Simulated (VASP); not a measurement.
# ZrAl3N4 (Cmmm) in VASP: further runs, part 2 of 2

VASP 6.6.1.

### 4 Single point, PBE, collinear spin

This run uses another cell than the first one, of 9.57 Å³/atom.

The input, INCAR:

```
PREC = Accurate ; ENCUT = 520
EDIFF = 1E-6 ; ISMEAR = 0
SIGMA = 0.1 ; LREAL = F
LASPH = T ; NELM = 150
ALGO = Normal ; ISIF = 2
LWAVE = F ; LCHARG = F
ISPIN = 2 ; MAGMOM = 1 0 0 0 0 0 0 0
LORBIT = 11 ; LMAXMIX = 4
GGA = PE ; NBANDS = 34
```

The input, KPOINTS:

```
regular mesh
0
Gamma
  4 4 6
```

The input, POSCAR:

```
ZrAl3N4
1.0
    3.0364762318     -4.2408298991      0.0000000000
    3.0364762318      4.2408298991      0.0000000000
    0.0000000000      0.0000000000      2.9729298142
Zr Al N
1 3 4
Direct
    0.5000000000      0.5000000000      0.5000000000
    0.0000000000      0.5000000000      0.0000000000
    0.5000000000      0.0000000000      0.0000000000
    0.0000000000      0.0000000000      0.5000000000
    0.7747027432      0.7747027432      0.0000000000
    0.2252972568      0.2252972568      0.0000000000
    0.7605540653      0.2394459347      0.5000000000
    0.2394459347      0.7605540653      0.5000000000
```

Potentials or basis: VASP PAW PBE potentials, release 64 (Zr_sv, Al, N).

Launch:

```
$ cat potpaw_PBE.64/Zr_sv/POTCAR potpaw_PBE.64/Al/POTCAR potpaw_PBE.64/N/POTCAR > POTCAR
$ mpirun -np 1 vasp_std > vasp.out
```

OUTCAR:

```text
PREC = Accurate
   ENCUT = 520
   EDIFF = 1E-6
   ISMEAR = 0
   LREAL = F
   LASPH = T
   NELM = 150
   ISIF = 2
   ISPIN = 2
   LORBIT = 11
   GGA = PE

 ion  position               nearest neighbor table
   1  0.500  0.500  0.500-   7 2.21   8 2.21   5 2.23   6 2.23   5 2.23   6 2.23   2 3.00   3 3.00
                             2 3.00   3 3.00   3 3.00   3 3.00   2 3.00   2 3.00   4 3.04   4 3.04
   2  0.000  0.500  0.000-   5 2.13   6 2.13   7 2.13   8 2.13   7 2.13   8 2.13   1 3.00   4 3.00
                             1 3.00   4 3.00   4 3.00   4 3.00   1 3.00   1 3.00   3 3.04   3 3.04
   3  0.500  0.000  0.000-   5 2.13   6 2.13   7 2.13   8 2.13   7 2.13   8 2.13   1 3.00   4 3.00
                             1 3.00   4 3.00   1 3.00   1 3.00   4 3.00   4 3.00   2 3.04   2 3.04
   4  0.000  0.000  0.500-   5 2.02   6 2.02   5 2.02   6 2.02   7 2.03   8 2.03   2 3.00   3 3.00
                             2 3.00   3 3.00   2 3.00   2 3.00   3 3.00   3 3.00   1 3.04   1 3.04
   5  0.775  0.775  0.000-   4 2.02   4 2.02   2 2.13   3 2.13   1 2.23   1 2.23
   6  0.225  0.225  0.000-   4 2.02   4 2.02   2 2.13   3 2.13   1 2.23   1 2.23
   7  0.761  0.239  0.500-   4 2.03   3 2.13   2 2.13   2 2.13   3 2.13   1 2.21
   8  0.239  0.761  0.500-   4 2.03   3 2.13   2 2.13   2 2.13   3 2.13   1 2.21

  LATTYP: Found a base centered orthorhombic cell.
 ALAT       =     6.0729524636
 B/A-ratio  =     1.3966287154
 C/A-ratio  =     0.4895361576

  Lattice vectors:

 A1 = (   3.0364762318,  -4.2408298991,   0.0000000000)
 A2 = (   3.0364762318,   4.2408298991,   0.0000000000)
 A3 = (   0.0000000000,   0.0000000000,   2.9729298142)

Analysis of symmetry for initial positions (statically):
=====================================================================
 Subroutine PRICEL returns:
 Original cell was already a primitive cell.

 Routine SETGRP: Setting up the symmetry group for a
 base centered orthorhombic supercell.

 Subroutine GETGRP returns: Found  8 space group operations
 (whereof  8 operations were pure point group operations)
 out of a pool of  8 trial point group operations.

The static configuration has the point symmetry D_2h.

[... 1046 lines left out ...]
      3     -15.9705      1.00000
      4     -15.1671      1.00000
      5      -6.8291      1.00000
      6      -4.1783      1.00000
[... 829 lines left out ...]
     31      18.8601      0.00000
     32      19.6762      0.00000

 [... further k-points ...]

 [bands above 32 left out]

------------------------ aborting loop because EDIFF is reached ----------------------------------------

  FORCE on cell =-STRESS in cart. coord.  units (eV):
  Direction    XX          YY          ZZ          XY          YZ          ZX
  --------------------------------------------------------------------------------------
  -------------------------------------------------------------------------------------
  Total       -0.0228402     -0.0374784     -0.0326985      0.0000000      0.0000000      0.0000000
  in kB       -0.4779412     -0.7842523     -0.6842306      0.0000000      0.0000000      0.0000000
  external PRESSURE =      -0.6488080 kB  Pullay stress =       0.0000000 kB

 VOLUME and BASIS-vectors are now :
 -----------------------------------------------------------------------------
  energy-cutoff  :      520.00
  volume of cell :       76.57
      direct lattice vectors                 reciprocal lattice vectors
     3.036476232 -4.240829899  0.000000000     0.164664553 -0.117901451  0.000000000
     3.036476232  4.240829899  0.000000000     0.164664553  0.117901451  0.000000000
     0.000000000  0.000000000  2.972929814     0.000000000  0.000000000  0.336368519

 POSITION                                       TOTAL-FORCE (eV/Angst)
 -----------------------------------------------------------------------------------
      3.03648      0.00000      1.48646         0.000000      0.000000      0.000000
      1.51824      2.12041      0.00000         0.000000      0.000000      0.000000
      1.51824     -2.12041      0.00000         0.000000      0.000000      0.000000
      0.00000      0.00000      1.48646         0.000000      0.000000      0.000000
      4.70473      0.00000      0.00000         0.022056      0.000000      0.000000
      1.36822      0.00000      0.00000        -0.022056      0.000000      0.000000
      3.03648     -2.20993      1.48646         0.000000     -0.015062     -0.000000
      3.03648      2.20993      1.48646         0.000000      0.015062      0.000000
 -----------------------------------------------------------------------------------
    total drift:                                0.000000     -0.000000      0.000000

  FREE ENERGIE OF THE ION-ELECTRON SYSTEM (eV)
  ---------------------------------------------------
  free  energy   TOTEN  =       -61.9447144241 eV

  energy  without entropy=      -61.9387833475  energy(sigma->0) =      -61.94174889

 total charge

# of ion       s       p       d       tot
------------------------------------------
    1        2.188   6.060   1.785  10.034
    2        0.307   0.341   0.000   0.649
    3        0.307   0.341   0.000   0.649
    4        0.314   0.395   0.000   0.709
    5        1.231   2.565   0.000   3.795
    6        1.231   2.565   0.000   3.795
    7        1.227   2.545   0.000   3.772
    8        1.227   2.545   0.000   3.772
--------------------------------------------------
tot          8.033  17.358   1.785  27.176

 magnetization (x)

# of ion       s       p       d       tot
------------------------------------------
    1        0.000  -0.000  -0.000  -0.000
    2        0.000   0.000   0.000   0.000
    3        0.000   0.000   0.000   0.000
    4        0.000   0.000   0.000   0.000
    5       -0.000  -0.000   0.000  -0.000
    6       -0.000  -0.000   0.000  -0.000
    7       -0.000  -0.000   0.000  -0.000
    8       -0.000  -0.000   0.000  -0.000
--------------------------------------------------
tot          0.000  -0.000  -0.000  -0.000
```

Run time: 1.7 min. Hardware: 1 thread of Intel Xeon Platinum 8488C (Sapphire Rapids), shared host; peak memory 0.28 GiB.

Results:

- Free energy: -61.9447 eV
- Pressure: -0.1 GPa
- Largest force: 0.022 eV/Å
- Net moment: 0.00 μB per cell
- Valence electrons inside the program's atomic spheres: Zr 10.03; Al 0.65, 0.71 (each value once); N 3.79, 3.77 (each value once)

Forces on the atoms (eV/Å):
```
Zr   0.000  0.000  0.000
Al   0.000  0.000  0.000
Al   0.000  0.000  0.000
Al   0.000  0.000  0.000
N    0.022  0.000  0.000
N   -0.022  0.000  0.000
N    0.000 -0.015  0.000
N    0.000  0.015  0.000
```

Levels at points of the mesh, in eV from the Fermi level:
Spin up:
```
           k point  band 17  band 18  band 19  band 20  band 21  band 22  band 23  band 24  band 25  band 26
(0.00, 0.00, 0.00)    -3.76    -2.77    -2.76    -2.69    -1.71     0.49     1.87     2.43     2.59     3.14
(0.50, 0.00, 0.00)    -3.99    -3.75    -3.31    -3.21    -0.35     1.16     2.34     2.63     3.72     4.40
(0.50, 0.50, 0.00)    -4.43    -4.20    -3.44    -3.15    -1.38     2.42     2.86     3.02     3.12     4.25
(0.00, 0.00, 0.50)    -5.14    -5.00    -4.98    -3.67     1.26     1.65     2.77     3.63     4.43     5.27
(0.50, 0.00, 0.50)    -5.15    -5.02    -3.33    -3.21    -0.18     0.76     2.20     3.64     4.67     4.82
(0.50, 0.50, 0.50)    -4.66    -4.34    -4.16    -3.74    -1.17    -0.82     0.26     2.33     3.32     3.82
```
Spin down:
```
           k point  band 19  band 20  band 21  band 22  band 23  band 24
(0.00, 0.00, 0.00)    -2.76    -2.69    -1.71     0.49     1.87     2.43
(0.50, 0.00, 0.00)    -3.31    -3.21    -0.35     1.16     2.34     2.63
(0.50, 0.50, 0.00)    -3.44    -3.15    -1.38     2.42     2.86     3.02
(0.00, 0.00, 0.50)    -4.98    -3.67     1.26     1.65     2.77     3.63
(0.50, 0.00, 0.50)    -3.33    -3.21    -0.18     0.76     2.20     3.64
(0.50, 0.50, 0.50)    -4.16    -3.74    -1.17    -0.82     0.26     2.33
```

### 5 Relaxation of cell and atoms, PBE

The input, INCAR:

```
PREC     = Accurate       # precision mode
ENCUT    = 600            # plane-wave cutoff, eV
EDIFF    = 1E-7           # SCF threshold, eV
ISMEAR   = 0              # smearing method
SIGMA    = 0.1            # smearing width, eV
LREAL    = False          # projectors in reciprocal space
LASPH    = True           # aspherical terms in the spheres
NELM     = 80             # most SCF steps
ALGO     = Normal         # electronic algorithm
ISIF     = 3              # what is computed and relaxed
LWAVE    = False          # write WAVECAR
LCHARG   = False          # write CHGCAR
GGA      = PE             # functional
IBRION   = 2              # ionic algorithm
NSW      = 90             # ionic steps
EDIFFG   = -0.04          # ionic threshold
```

KPOINTS is that of step 4.

The input, POSCAR:

```
ZrAl3N4
1.0
    3.3349784600     -4.7163717700      0.0000000000
    3.3349784600      4.7163717700      0.0000000000
    0.0000000000      0.0000000000      3.3349784600
Zr Al N
1 3 4
Direct
    0.5000000000      0.5000000000      0.5000000000
    0.0000000000      0.5000000000      0.0000000000
    0.5000000000      0.0000000000      0.0000000000
    0.0000000000      0.0000000000      0.5000000000
    0.7500000000      0.7500000000      0.0000000000
    0.2500000000      0.2500000000      0.0000000000
    0.7500000000      0.2500000000      0.5000000000
    0.2500000000      0.7500000000      0.5000000000
```

Launch:

```
$ cat potpaw_PBE.64/Zr_sv/POTCAR potpaw_PBE.64/Al/POTCAR potpaw_PBE.64/N/POTCAR > POTCAR
$ mpirun -np 1 vasp_std > vasp.out
```

Run time: 7.2 min. Hardware: 1 thread of Intel Xeon Platinum 8488C (Sapphire Rapids), shared host; peak memory 0.31 GiB.

The run converged. Its results:

```
Free energy                           : -61.9928 eV
Relaxed volume                        : 9.56 Å³/atom
Relaxed cell                          : a = 5.214 Å, b = 5.214 Å, c = 2.973 Å, α = 90.00°, β = 90.00°, γ = 108.78°
Space group after relaxing (to 0.1 Å) : Cmmm (No. 65)
Energy gained by relaxing             : 553.1 meV/atom
Ionic steps                           : 8
Pressure after relaxing               : 0.0 GPa
Largest force after relaxing          : 0.017 eV/Å
Band gap on the k mesh                : zero (an odd number of electrons rules out a gap without spin polarisation)
```

Forces in eV/Å, atoms in the order of the input:
```
Zr   0.000  0.000  0.000
Al   0.000  0.000  0.000
Al   0.000  0.000  0.000
Al   0.000  0.000  0.000
N    0.006  0.000  0.000
N   -0.006  0.000  0.000
N    0.000  0.017  0.000
N    0.000 -0.017  0.000
```

Step by step:
```tsv
step	energy change (eV)	largest force (eV/Å)	pressure (GPa)	volume (Å³)
1	0.0000	0.9402	-33.79	104.91
2	-2.9278	4.1169	39.51	68.27
3	-3.8606	3.1334	1.16	77.65
4	-4.3503	0.7535	6.66	74.44
5	-4.4014	0.2407	4.56	75.16
6	-4.4072	0.0788	-4.03	77.86
7	-4.4237	0.0774	-0.20	76.59
8	-4.4245	0.0166	-0.01	76.52
```

Final structure:
```
Zr Al N
1.0
     3.03592   -4.23886    0.00000
     3.03592    4.23886    0.00000
     0.00000    0.00000    2.97299
Zr Al N
1 3 4
Direct
  0.50000 0.50000 0.50000
  0.00000 0.50000 0.00000
  0.50000 0.00000 0.00000
  0.00000 0.00000 0.50000
  0.77474 0.77474 0.00000
  0.22526 0.22526 0.00000
  0.76076 0.23924 0.50000
  0.23924 0.76076 0.50000
```

Levels at points of the mesh, in eV from the Fermi level:
```tsv
k point	band 17	band 18	band 19	band 20	band 21	band 22	band 23	band 24	band 25
(0.00, 0.00, 0.00)	-3.76	-2.77	-2.75	-2.68	-1.71	0.50	1.87	2.43	2.60
(0.50, 0.00, 0.00)	-3.99	-3.75	-3.31	-3.21	-0.35	1.16	2.35	2.63	3.73
(0.50, 0.50, 0.00)	-4.43	-4.20	-3.44	-3.14	-1.38	2.42	2.86	3.03	3.13
(0.00, 0.00, 0.50)	-5.14	-5.00	-4.98	-3.67	1.26	1.65	2.78	3.64	4.44
(0.50, 0.00, 0.50)	-5.14	-5.02	-3.33	-3.21	-0.17	0.76	2.20	3.65	4.83
(0.50, 0.50, 0.50)	-4.65	-4.34	-4.15	-3.74	-1.17	-0.82	0.27	2.34	3.32
```

Caveat: the volume moved by over 15 % at a fixed basis, so the end points are rough.

### 6 The runs side by side

```tsv
task	spin	cell	k mesh	cutoff (eV)	gap on the mesh (eV)	pressure (GPa)	largest force (eV/Å)
single point	off	a = 5.776, b = 5.776, c = 3.335 Å, angles 90.0, 90.0, 109.5°, 8 atoms, atomic positions A	4 × 4 × 6	600	none	-33.8	0.94
single point	off	a = 5.215, b = 5.215, c = 2.968 Å, angles 90.0, 90.0, 108.4°, 8 atoms, atomic positions B	8 × 8 × 12	600	none	-0.2	0.02
single point	collinear	a = 5.216, b = 5.216, c = 2.973 Å, angles 90.0, 90.0, 108.8°, 8 atoms, atomic positions B	4 × 4 × 6	520	none	-0.1	0.02
relaxation of cell and atoms	off	relaxed from a = 5.776, b = 5.776, c = 3.335 Å, angles 90.0, 90.0, 109.5°, 8 atoms, atomic positions A	4 × 4 × 6	600	none	0.0	0.02
```

Alike in all rows: level PBE; potentials or basis VASP PAW PBE potentials, release 64 (Zr_sv, Al, N); smearing gaussian 0.1 eV.

Caveats: the cell stands under tension (at least some runs); the volume moved by over 15 % at a fixed basis, so the end points are rough (at least some runs).

Absolute energies hang on the potentials; compare differences alone.
